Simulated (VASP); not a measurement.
# MnBr3 (Pm-3m) in VASP: notebook, part 2 of 2

VASP 6.6.1. Earlier steps stand in the parts before.

### Step 3. Single point, PBE+U, collinear spin, ferromagnetic start

This run uses another cell than the first one, of 36.36 Å³/atom.

POSCAR

```
MnBr3
1.0
    5.2587987604      0.0000000000      0.0000000000
    0.0000000000      5.2587987604      0.0000000000
    0.0000000000      0.0000000000      5.2587987604
Mn Br
1 3
Direct
    0.0000000000      0.0000000000      0.0000000000
    0.5000000000      0.0000000000      0.0000000000
    0.0000000000      0.0000000000      0.5000000000
    0.0000000000      0.5000000000      0.0000000000
```

INCAR.step1

```
SYSTEM = MnBr3
ALGO     = Normal         ! electronic algorithm
EDIFF    = 1E-6           ! SCF threshold, eV
ENCUT    = 520            ! plane-wave cutoff, eV
GGA      = PE             ! functional
ISIF     = 2              ! what is computed and relaxed
ISMEAR   = 0              ! smearing method
ISPIN    = 2              ! spin polarisation
LASPH    = .TRUE.         ! aspherical terms in the spheres
LCHARG   = .TRUE.         ! write CHGCAR
LDAU     = .TRUE.         ! DFT+U
LDAUJ    = 0 0          
LDAUL    = 2 -1           ! shell
LDAUPRINT= 1            
LDAUTYPE = 2            
LDAUU    = 3.9 0          ! U, eV
LMAXMIX  = 4              ! l up to which the mixer works
LREAL    = .FALSE.        ! projectors in reciprocal space
LWAVE    = .FALSE.        ! write WAVECAR
MAGMOM   = 4.84 0 0 0     ! initial moments
NBANDS   = 29             ! bands
NELM     = 150            ! most SCF steps
PREC     = Accurate       ! precision mode
SIGMA    = 0.05           ! smearing width, eV
```

KPOINTS.step1

```
k-points
0
G
  6 6 6
  0 0 0
```

INCAR.step2

```
SYSTEM = MnBr3
ALGO     = Normal         ! electronic algorithm
EDIFF    = 1E-6           ! SCF threshold, eV
ENCUT    = 520            ! plane-wave cutoff, eV
GGA      = PE             ! functional
ICHARG   = 11             ! starting density
ISIF     = 2              ! what is computed and relaxed
ISMEAR   = -5             ! smearing method
ISPIN    = 2              ! spin polarisation
LASPH    = .TRUE.         ! aspherical terms in the spheres
LCHARG   = .FALSE.        ! write CHGCAR
LDAU     = .TRUE.         ! DFT+U
LDAUJ    = 0 0          
LDAUL    = 2 -1           ! shell
LDAUPRINT= 1            
LDAUTYPE = 2            
LDAUU    = 3.9 0          ! U, eV
LMAXMIX  = 4              ! l up to which the mixer works
LORBIT   = 11             ! projections on sites
LREAL    = .FALSE.        ! projectors in reciprocal space
LWAVE    = .FALSE.        ! write WAVECAR
MAGMOM   = 4.84 0 0 0     ! initial moments
NEDOS    = 1001           ! points of the DOS
NELM     = 150            ! most SCF steps
PREC     = Accurate       ! precision mode
SIGMA    = 0.05           ! smearing width, eV
```

KPOINTS.step2

```
k-points
0
G
  9 9 9
  0 0 0
```

Potentials or basis: VASP PAW PBE potentials, release 64 (Mn_pv, Br).

The run is started by

```bash
cat potpaw_PBE.64/Mn_pv/POTCAR potpaw_PBE.64/Br/POTCAR > POTCAR
cp INCAR.step1 INCAR
cp KPOINTS.step1 KPOINTS
mpirun -np 1 vasp_std > vasp.out
cp INCAR.step2 INCAR
cp KPOINTS.step2 KPOINTS
mpirun -np 1 vasp_std > vasp.out
```

OUTCAR:

```text
SYSTEM = MnBr3
   EDIFF = 1E-6
   ENCUT = 520
   GGA = PE
   ICHARG = 11
   ISIF = 2
   ISMEAR = -5
   ISPIN = 2
   LASPH = .TRUE.
   LORBIT = 11
   LREAL = .FALSE.
   NELM = 150
   PREC = Accurate

 ion  position               nearest neighbor table
   1  0.000  0.000  0.000-   2 2.63   3 2.63   4 2.63   3 2.63   4 2.63   2 2.63
   2  0.500  0.000  0.000-   1 2.63   1 2.63
   3  0.000  0.000  0.500-   1 2.63   1 2.63
   4  0.000  0.500  0.000-   1 2.63   1 2.63

  LATTYP: Found a simple cubic cell.
 ALAT       =     5.2587987604

  Lattice vectors:

 A1 = (   5.2587987604,   0.0000000000,   0.0000000000)
 A2 = (   0.0000000000,   5.2587987604,   0.0000000000)
 A3 = (   0.0000000000,   0.0000000000,   5.2587987604)

Analysis of symmetry for initial positions (statically):
=====================================================================
 Subroutine PRICEL returns:
 Original cell was already a primitive cell.
[... 1491 lines left out ...]

  FORCE on cell =-STRESS in cart. coord.  units (eV):
  Direction    XX          YY          ZZ          XY          YZ          ZX
  --------------------------------------------------------------------------------------
  -------------------------------------------------------------------------------------
  Total        0.1046239      0.1046239      0.1046239      0.0000000     -0.0000000     -0.0000000
  in kB        1.1526081      1.1526081      1.1526081      0.0000000     -0.0000000     -0.0000000
  external PRESSURE =       1.1526081 kB  Pullay stress =       0.0000000 kB

 VOLUME and BASIS-vectors are now :
 -----------------------------------------------------------------------------
  energy-cutoff  :      520.00
  volume of cell :      145.43
      direct lattice vectors                 reciprocal lattice vectors
     5.258798760  0.000000000  0.000000000     0.190157495  0.000000000  0.000000000
     0.000000000  5.258798760  0.000000000     0.000000000  0.190157495  0.000000000
     0.000000000  0.000000000  5.258798760     0.000000000  0.000000000  0.190157495

 POSITION                                       TOTAL-FORCE (eV/Angst)
 -----------------------------------------------------------------------------------
      0.00000      0.00000      0.00000         0.000000      0.000000      0.000000
      2.62940      0.00000      0.00000         0.000000      0.000000      0.000000
      0.00000      0.00000      2.62940         0.000000      0.000000      0.000000
      0.00000      2.62940      0.00000         0.000000      0.000000      0.000000
 -----------------------------------------------------------------------------------
    total drift:                               -0.000000      0.000000     -0.000000

  FREE ENERGIE OF THE ION-ELECTRON SYSTEM (eV)
  ---------------------------------------------------
  free  energy   TOTEN  =       -14.3895437547 eV

  energy  without entropy=      -14.3895437547  energy(sigma->0) =      -14.38954375

 total charge

# of ion       s       p       d       tot
------------------------------------------
    1        0.217   6.163   4.843  11.223
    2        1.614   3.207   0.010   4.831
    3        1.614   3.207   0.010   4.831
    4        1.614   3.207   0.010   4.831
--------------------------------------------------
tot          5.058  15.784   4.875  25.717

 magnetization (x)

# of ion       s       p       d       tot
------------------------------------------
    1        0.044   0.033   4.379   4.456
    2        0.000  -0.123   0.004  -0.119
    3        0.000  -0.123   0.004  -0.119
    4        0.000  -0.123   0.004  -0.119
--------------------------------------------------
tot          0.045  -0.337   4.391   4.100
```

OSZICAR.step1:

```text
N       E                     dE             d eps       ncg     rms          rms(c)
DAV:   1     0.250135364040E+03    0.25014E+03   -0.16141E+04  2640   0.100E+03
DAV:   2     0.736232860500E+01   -0.24277E+03   -0.22955E+03  2724   0.244E+02
DAV:   3    -0.157629549650E+02   -0.23125E+02   -0.22907E+02  2880   0.772E+01
DAV:   4    -0.161483921558E+02   -0.38544E+00   -0.38511E+00  2753   0.110E+01
DAV:   5    -0.161527939333E+02   -0.44018E-02   -0.44015E-02  2810   0.126E+00    0.131E+01
DAV:   6    -0.143600499138E+02    0.17927E+01   -0.11967E+01  2605   0.380E+01    0.199E+01
DAV:   7    -0.143597059867E+02    0.34393E-03   -0.37623E+00  2475   0.170E+01    0.763E+00
DAV:   8    -0.144042384481E+02   -0.44532E-01   -0.20877E-01  2755   0.321E+00    0.439E+00
DAV:   9    -0.143875138324E+02    0.16725E-01   -0.12944E-01  2651   0.278E+00    0.111E+00
DAV:  10    -0.143981470427E+02   -0.10633E-01   -0.20829E-02  2535   0.102E+00    0.266E-01
DAV:  11    -0.144003589256E+02   -0.22119E-02   -0.36101E-03  2455   0.547E-01    0.208E-01
DAV:  12    -0.144006393785E+02   -0.28045E-03   -0.42352E-04  2634   0.145E-01    0.669E-02
DAV:  13    -0.144006476961E+02   -0.83176E-05   -0.71515E-05  2510   0.567E-02    0.479E-02
DAV:  14    -0.144006516211E+02   -0.39249E-05   -0.15925E-05  2620   0.247E-02    0.943E-03
DAV:  15    -0.144006496612E+02    0.19599E-05   -0.25912E-06  2405   0.102E-02    0.454E-03
DAV:  16    -0.144006482336E+02    0.14276E-05   -0.27072E-06  2356   0.900E-03    0.345E-03
DAV:  17    -0.144006479524E+02    0.28124E-06   -0.32767E-07  2044   0.408E-03
   1 F= -.14400648E+02 E0= -.14398519E+02  d E =-.425824E-02  mag=     4.1669
```

It took 6.9 min on 1 thread of Intel Xeon 8259CL, shared host; peak memory 0.38 GiB.

Results:

```yaml
Net_moment: 4.17 μB per cell
Site_moments: Mn +4.46; Br -0.12 μB
Valence_electrons_inside_the_program's_atomic_spheres: Mn 11.22; Br 4.83
```

Levels at points of the mesh, in eV from the Fermi level:
Spin up:
```tsv
k point	band 16	band 17	band 18	band 19	band 20	band 21	band 22	band 23
(0.00, 0.00, 0.00)	-0.57	-0.57	-0.35	-0.35	-0.35	2.27	5.84	8.60
```
Spin down:
| k point | band 11 | band 12 | band 13 | band 14 | band 15 | band 16 | band 17 | band 18 | band 19 | band 20 |
| --- | --- | --- | --- | --- | --- | --- | --- | --- | --- | --- |
| (0.00, 0.00, 0.00) | -0.69 | -0.69 | -0.48 | -0.48 | -0.48 | 3.08 | 3.08 | 3.08 | 3.25 | 3.25 |

Eigenvalues of the final occupation matrices:
| site | spin | trace | eigenvalues |
| --- | --- | --- | --- |
| site 1 d | 1 | 4.62 | 0.90 0.90 0.94 0.94 0.94 |
| site 1 d | 2 | 0.24 | 0.02 0.02 0.02 0.08 0.08 |

The state reached can hang on the start; a lower one may exist.
